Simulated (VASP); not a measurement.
BAs: electric field gradients with PBE

BAs:

```
B As
1.0
     0.00000    2.38850    2.38850
     2.38850    0.00000    2.38850
     2.38850    2.38850    0.00000
B As
1 1
Direct
  0.00000 0.00000 0.00000
  0.25000 0.25000 0.25000
```

```yaml
Program: VASP 6.6.1
Task: electric field gradients
Functional: PBE
Potentials_or_basis: VASP PAW PBE potentials, release 64 (B, As)
Cutoff: 420 eV
k_mesh: 10 × 10 × 10
Occupations: fermi-dirac, width 0.02 eV
Spin: no spin polarisation
Dipole_correction: no
Further_INCAR_settings: ALGO = Normal; EDIFF = 1e-08; NBANDS = 11
```

| Item | Value |
| --- | --- |
| Pressure | 3.4 GPa |
| Band gap on the k mesh | 1.18 eV (least direct gap 3.28 eV) |
| Largest electric field gradient by atom | under 0.05 V/Å² on every atom |

Levels at points of the mesh, in eV from the valence-band top:
```
           k point  band 2  band 3  band 4  band 5  band 6  band 7
(0.00, 0.00, 0.00)    0.00    0.00    0.00    3.28    3.28    3.28
(0.50, 0.00, 0.00)   -8.79   -1.82   -1.82    2.69    4.78    4.78
(0.50, 0.50, 0.00)   -8.53   -4.08   -4.08    1.43    1.44   11.37
```

It took 15 s on 1 thread of AMD EPYC 7R43 64-Core Processor (Zen 3), on a shared host, peak memory 0.11 GiB.

Caveat: the cell stands under pressure. A k mesh can miss the band edges.
